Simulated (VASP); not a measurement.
# K (Im-3m) in VASP: notebook

The runs below take K through relaxation of cell and atoms, with PBE.

Everything below comes from runs of VASP 6.6.1. Logs are shortened: lines on timing, memory, paths and dates and some standing lists are left out, and cuts for length are marked.

## Step 1: The cell of the first run

The structure is cubic, space group Im-3m (No. 229). Conventional cell: a = 5.152 Å, b = 5.152 Å, c = 5.152 Å, α = 90.00°, β = 90.00°, γ = 90.00°. Within 5.8 Å of K (site symmetry m-3m) lie 14 K at 4.46 to 5.15 Å.

## Step 2: Relaxation of cell and atoms, PBE, target pressure 0.33 GPa, at which the enthalpy is minimised

File INCAR:

```
SYSTEM = K
PREC = Accurate
ENCUT = 600
EDIFF = 1E-7
ISMEAR = -1
SIGMA = 0.05
LREAL = .FALSE.
LASPH = .TRUE.
NELM = 80
ALGO = Normal
ISIF = 3
LWAVE = .FALSE.
LCHARG = .FALSE.
GGA = PE
IBRION = 2
NSW = 60
EDIFFG = -0.005
PSTRESS = 3.3000000000000003
```

File KPOINTS:

```
regular mesh
0
G
  11 11 11
  0 0 0
```

File POSCAR:

```
K
1.0
   -2.5757965174      2.5757965174      2.5757965174
    2.5757965174     -2.5757965174      2.5757965174
    2.5757965174      2.5757965174     -2.5757965174
K
1
Direct
    0.0000000000      0.0000000000      0.0000000000
```

Potentials or basis: VASP PAW PBE potentials, release 64 (K_sv).

On the command line:

```bash
$ cat potpaw_PBE.64/K_sv/POTCAR > POTCAR
$ mpirun -np 1 vasp_std > vasp.out
```

OUTCAR:

```text
SYSTEM = K
   PREC = Accurate
   ENCUT = 600
   EDIFF = 1E-7
   ISMEAR = -1
   LREAL = .FALSE.
   LASPH = .TRUE.
   NELM = 80
   ISIF = 3
   GGA = PE
   IBRION = 2
   NSW = 60
   EDIFFG = -0.005
   PSTRESS = 3.3000000000000003

 ion  position               nearest neighbor table
   1  0.000  0.000  0.000-

  LATTYP: Found a body centered cubic cell.
 ALAT       =     5.1515930348

  Lattice vectors:

 A1 = (  -2.5757965174,   2.5757965174,   2.5757965174)
 A2 = (   2.5757965174,  -2.5757965174,   2.5757965174)
 A3 = (   2.5757965174,   2.5757965174,  -2.5757965174)

Analysis of symmetry for initial positions (statically):
=====================================================================
 Subroutine PRICEL returns:
 Original cell was already a primitive cell.

 Routine SETGRP: Setting up the symmetry group for a
 body centered cubic supercell.

 Subroutine GETGRP returns: Found 48 space group operations
 (whereof 48 operations were pure point group operations)
 out of a pool of 48 trial point group operations.

The static configuration has the point symmetry O_h .

Analysis of symmetry for dynamics (positions and initial velocities):
=====================================================================
 Subroutine PRICEL returns:
 Original cell was already a primitive cell.

 Routine SETGRP: Setting up the symmetry group for a
 body centered cubic supercell.

 Subroutine GETGRP returns: Found 48 space group operations
 (whereof 48 operations were pure point group operations)
 out of a pool of 48 trial point group operations.

The dynamic configuration has the point symmetry O_h .

 Subroutine INISYM returns: Found 48 space group operations
 (whereof 48 operations are pure point group operations),
 and found     1 'primitive' translations

----------------------------------------------------------------------------------------

                                     Primitive cell

  volume of cell :      68.3588

  direct lattice vectors                    reciprocal lattice vectors
    -2.575796517  2.575796517  2.575796517     0.000000000  0.194114712  0.194114712
     2.575796517 -2.575796517  2.575796517     0.194114712  0.000000000  0.194114712
     2.575796517  2.575796517 -2.575796517     0.194114712  0.194114712  0.000000000

  length of vectors
     4.461410438  4.461410438  4.461410438     0.274519659  0.274519659  0.274519659

  position of ions in fractional coordinates (direct lattice)
     0.000000000  0.000000000  0.000000000

  ion indices of the primitive-cell ions
   primitive index   ion index
                 1           1

----------------------------------------------------------------------------------------

 KPOINTS: regular mesh

Automatic generation of k-mesh.
 Grid dimensions read from file:
 generate k-points for:   11   11   11

 Generating k-lattice:

  Cartesian coordinates                     Fractional coordinates (reciprocal lattice)
     0.000000000  0.017646792  0.017646792     0.090909091  0.000000000  0.000000000
     0.017646792  0.000000000  0.017646792     0.000000000  0.090909091  0.000000000
     0.017646792  0.017646792  0.000000000     0.000000000  0.000000000  0.090909091

  Length of vectors
     0.024956333  0.024956333  0.024956333

  Shift w.r.t. Gamma in fractional coordinates (k-lattice)
     0.000000000  0.000000000  0.000000000

 Subroutine IBZKPT returns following result:
 ===========================================

 Found     56 irreducible k-points:

 Following reciprocal coordinates:
            Coordinates               Weight
  0.000000  0.000000  0.000000      1.000000
  0.090909  0.000000  0.000000     12.000000
  0.181818  0.000000  0.000000     12.000000
  0.272727  0.000000  0.000000     12.000000
  0.363636  0.000000  0.000000     12.000000
  0.454545  0.000000  0.000000     12.000000
[... 16 lines left out ...]
  0.272727  0.181818  0.090909     48.000000
  0.363636  0.181818  0.090909     24.000000
 [... further k-points ...]
   k-points           NKPTS =     56   k-points in BZ     NKDIM =     56   number of bands    NBANDS=      8
   number of dos      NEDOS =    301   number of ions     NIONS =      1
   total plane-waves  NPLWV =  46656
   dimension x,y,z NGX =    36 NGY =   36 NGZ =   36
   dimension x,y,z NGXF=    72 NGYF=   72 NGZF=   72
   ions per type =               1
   NGX,Y,Z   is equivalent  to a cutoff of  13.41, 13.41, 13.41 a.u.
   NGXF,Y,Z  is equivalent  to a cutoff of  26.83, 26.83, 26.83 a.u.
 SYSTEM =  K
   PREC   = accura    normal or accurate (medium, high low for compatibility)
   ISTART =      0    job   : 0-new  1-cont  2-samecut
   ICHARG =      2    charge: 1-file 2-atom 10-const
   ISPIN  =      1    spin polarized calculation?
   LNONCOLLINEAR =      F non collinear calculations
   LSORBIT =      F    spin-orbit coupling
   LASPH  =      T    aspherical Exc in radial PAW
   ENCUT  =  600.0 eV  44.10 Ry    6.64 a.u.   8.91  8.91  8.91*2*pi/ulx,y,z
   NELM   =     80;   NELMIN=  2; NELMDL= -5     # of ELM steps
   EDIFF  = 0.1E-06   stopping-criterion for ELM
   LREAL  =      F    real-space projection
   EDIFFG = -.5E-02   stopping-criterion for IOM
   NSW    =     60    number of steps for IOM
   IBRION =      2    ionic relax: 0-MD 1-quasi-New 2-CG
   NFREE  =      1    steps in history (QN), initial steepest desc. (CG)
   ISIF   =      3    stress and relaxation
   ISYM   =      2    0-nonsym 1-usesym 2-fastsym
   POTIM  = 0.5000    time-step for ionic-motion
   TEBEG  =    0.0;   TEEND  =   0.0 temperature during run
   PSTRESS=    3.3 pullay stress
   NELECT =       9.0000    total number of electrons
   NUPDOWN=      -1.0000    fix difference up-down
   EMIN   =  10.00;   EMAX   =-10.00  energy-range for DOS
   EFERMI =   0.00;   METHOD = LEGACY
   ISMEAR =    -1;   SIGMA  =   0.05  broadening in eV -4-tet -1-fermi 0-gaus
   EFERMI_NEDOS =   21; number of points for ismear=-14 and -15
   IALGO  =     38    algorithm
   IMIX   =      4    mixing-type and parameters
     AMIX     =   0.40;   BMIX     =  1.00
     AMIX_MAG =   1.60;   BMIX_MAG =  1.00
  volume/ion in A,a.u.               =      68.36       461.31
  Fermi-wavevector in a.u.,A,eV,Ry     =   0.832832  1.573824  9.437127  0.693609
  Thomas-Fermi vector in A             =   1.945954
   LORBIT       =      0    0 simple, 1 ext, 2 COOP (PROOUT), +10 PAW based schemes
   GGA     = PE    functional components
   LHFCALC =     F    Hartree Fock is set to
   AEXX    =    0.0000 exact exchange contribution
   IVDW    =     0    specifies the selected vdW correction
   LEPSILON=     F    determine dielectric tensor
   LRPA    =     F    only Hartree local field effects (RPA)
 conjugate gradient relaxation of ions
 non-spin polarized calculation
  energy-cutoff  :      600.00
  volume of cell :       68.36
 maximum number of plane-waves:      2313
   NGX = 17   NGY = 17   NGZ = 17

--------------------------------------- Ionic step        1  -------------------------------------------

 number of electron       8.9999999 magnetization

 Free energy of the ion-electron system (eV)
  ---------------------------------------------------
  ext. energy  EPLUGINS =         0.00000000
  ---------------------------------------------------
  free energy    TOTEN  =        -1.04679747 eV

  energy without entropy =       -1.04157051  energy(sigma->0) =       -1.04418399

------------------------ aborting loop because EDIFF is reached ----------------------------------------

  FORCE on cell =-STRESS in cart. coord.  units (eV):
  Direction    XX          YY          ZZ          XY          YZ          ZX
  --------------------------------------------------------------------------------------
  -------------------------------------------------------------------------------------
  Total        0.1318286      0.1318286      0.1318286      0.0000000      0.0000000      0.0000000
  in kB        3.0897665      3.0897665      3.0897665      0.0000000      0.0000000      0.0000000
  external PRESSURE =      -0.2102335 kB  Pullay stress =       3.3000000 kB
[... 59 lines left out ...]
  enthalpy is  TOTEN    =        -0.9060085445 eV   P V=        0.1406157879

--------------------------------------- Ionic step        3  -------------------------------------------

 number of electron       8.9999999 magnetization

 Free energy of the ion-electron system (eV)
  ---------------------------------------------------
  ext. energy  EPLUGINS =         0.00000000
  ---------------------------------------------------
  free energy    TOTEN  =        -1.04627481 eV

  energy without entropy =       -1.04105854  energy(sigma->0) =       -1.04366667

 E-fermi :   0.0823     XC(G=0):  -5.8406

 val. band max:        0.0432091764   @ k =  -0.3636   0.4545   0.0909
 cond. band min:       0.1438303405   @ k =   0.1818   0.1818   0.1818
 fundamental gap:      0.1006211641
 Fermi energy:         0.0823365107

 k-point     1 :       0.0000    0.0000    0.0000
  band No.  band energies     occupation
      1     -32.0324      2.00000
      2     -15.4760      2.00000
      3     -15.4760      2.00000
      4     -15.4760      2.00000
      5      -2.2112      2.00000
      6       4.4250      0.00000
      7       4.4250      0.00000
      8       4.4250      0.00000
[... 243 lines left out ...]
 k-point    24 :       0.3636    0.1818    0.0909
  band No.  band energies     occupation
      1     -32.0262      2.00000
      2     -15.5482      2.00000
      3     -15.5156      2.00000
      4     -15.4896      2.00000
      5       0.9948      0.00000
      6       1.0209      0.00000
      7       2.3601      0.00000
      8       4.4350      0.00000

 [... further k-points ...]

------------------------ aborting loop because EDIFF is reached ----------------------------------------

  FORCE on cell =-STRESS in cart. coord.  units (eV):
  Direction    XX          YY          ZZ          XY          YZ          ZX
  --------------------------------------------------------------------------------------
  -------------------------------------------------------------------------------------
  Total        0.1395308      0.1395308      0.1395308     -0.0000000     -0.0000000      0.0000000
  in kB        3.2829086      3.2829086      3.2829086     -0.0000000     -0.0000000      0.0000000
  external PRESSURE =      -0.0170914 kB  Pullay stress =       3.3000000 kB
[... 16 lines left out ...]
  FREE ENERGIE OF THE ION-ELECTRON SYSTEM (eV)
  ---------------------------------------------------
  free  energy   TOTEN  =        -1.0462748067 eV

  energy  without entropy=       -1.0410585430  energy(sigma->0) =       -1.04366667

  enthalpy is  TOTEN    =        -0.9060175762 eV   P V=        0.1402572305

 reached required accuracy - stopping structural energy minimisation
```

Wall time 97 s (1 thread of Intel Xeon 8259CL, shared host); peak memory 0.23 GiB.

What came out:

- Free energy: -1.0463 eV
- Relaxed volume: 68.10 Å³/atom
- Relaxed cell: a = 4.456 Å, b = 4.456 Å, c = 4.456 Å, α = 109.47°, β = 109.47°, γ = 109.47°
- Space group after relaxing (to 0.1 Å): Im-3m (No. 229)
- Energy change on relaxing (the run minimises the enthalpy): +0.5 meV/atom
- Ionic steps: 3
- Pressure after relaxing: 0.3 GPa
- Band gap on the k mesh: zero (an odd number of electrons rules out a gap without spin polarisation)

The path:
| step | energy change (eV) | largest force (eV/Å) | pressure (GPa) | volume (Å³) |
| --- | --- | --- | --- | --- |
| 1 | 0.0000 | 0.0000 | 0.31 | 68.36 |
| 2 | 0.0002 | 0.0000 | 0.32 | 68.27 |
| 3 | 0.0005 | 0.0000 | 0.33 | 68.10 |

Final structure:
```cif
data_structure
_symmetry_space_group_name_H-M 'P 1'
_symmetry_Int_Tables_number 1
_cell_length_a 4.4557
_cell_length_b 4.4557
_cell_length_c 4.4557
_cell_angle_alpha 109.471
_cell_angle_beta 109.471
_cell_angle_gamma 109.471
_cell_volume 68.10
loop_
_atom_site_label
_atom_site_type_symbol
_atom_site_fract_x
_atom_site_fract_y
_atom_site_fract_z
_atom_site_occupancy
K1 K 0.00000 0.00000 0.00000 1
```

Caveat: the cell is relaxed towards a set pressure, so the run minimises the enthalpy, not the energy.

## Step 3: Relaxation of cell and atoms, PBE, target pressure 0.33 GPa, at which the enthalpy is minimised

File INCAR:

```
PREC = Accurate
ENCUT = 600
EDIFF = 1E-6
ISMEAR = -1
SIGMA = 0.05
LREAL = False
LASPH = True
NELM = 100
ALGO = Normal
ISIF = 3
LWAVE = False
LCHARG = False
GGA = PE
IBRION = 2
NSW = 32
EDIFFG = -0.005
PSTRESS = 3.3000000000000003
```

File KPOINTS:

```
Automatic mesh
0
Gamma
  11 11 11
```

POSCAR is that of step 2.

Potentials or basis: VASP PAW PBE potentials, release 64 (K_sv).

On the command line:

```bash
$ cat potpaw_PBE.64/K_sv/POTCAR > POTCAR
$ mpirun -np 1 vasp_std > vasp.out
```

Run time: 82 s. Hardware: 1 thread of Intel Xeon 8259CL, shared host; peak memory 0.23 GiB.

It converged, with:

| Property | Result |
| --- | --- |
| Free energy | -1.0462 eV |
| Relaxed volume | 68.06 Å³/atom |
| Relaxed cell | a = 4.455 Å, b = 4.455 Å, c = 4.455 Å, α = 109.47°, β = 109.47°, γ = 109.47° |
| Space group after relaxing (to 0.1 Å) | Im-3m (No. 229) |
| Energy change on relaxing (the run minimises the enthalpy) | +0.6 meV/atom |
| Ionic steps | 3 |
| Pressure after relaxing | 0.3 GPa |
| Band gap on the k mesh | zero (an odd number of electrons rules out a gap without spin polarisation) |

Step by step:
```csv
step,energy change (eV),largest force (eV/Å),pressure (GPa),volume (Å³)
1,0.0000,0.0000,0.31,68.36
2,0.0001,0.0000,0.32,68.28
3,0.0006,0.0000,0.33,68.06
```

Final structure:
```cif
data_structure
_symmetry_space_group_name_H-M 'P 1'
_symmetry_Int_Tables_number 1
_cell_length_a 4.4549
_cell_length_b 4.4549
_cell_length_c 4.4549
_cell_angle_alpha 109.471
_cell_angle_beta 109.471
_cell_angle_gamma 109.471
_cell_volume 68.06
loop_
_atom_site_label
_atom_site_type_symbol
_atom_site_fract_x
_atom_site_fract_y
_atom_site_fract_z
_atom_site_occupancy
K1 K 0.00000 0.00000 0.00000 1
```

Levels at points of the mesh, in eV from the Fermi level:
| k point | band 1 | band 2 | band 3 | band 4 | band 5 | band 6 | band 7 | band 8 |
| --- | --- | --- | --- | --- | --- | --- | --- | --- |
| (0.00, 0.00, 0.00) | -32.11 | -15.56 | -15.56 | -15.56 | -2.29 | 4.34 | 4.34 | 4.34 |

Caveat: the cell is relaxed towards a set pressure, so the run minimises the enthalpy, not the energy.

The gap in the log of VASP goes by the Fermi energy; the results here count the filled bands.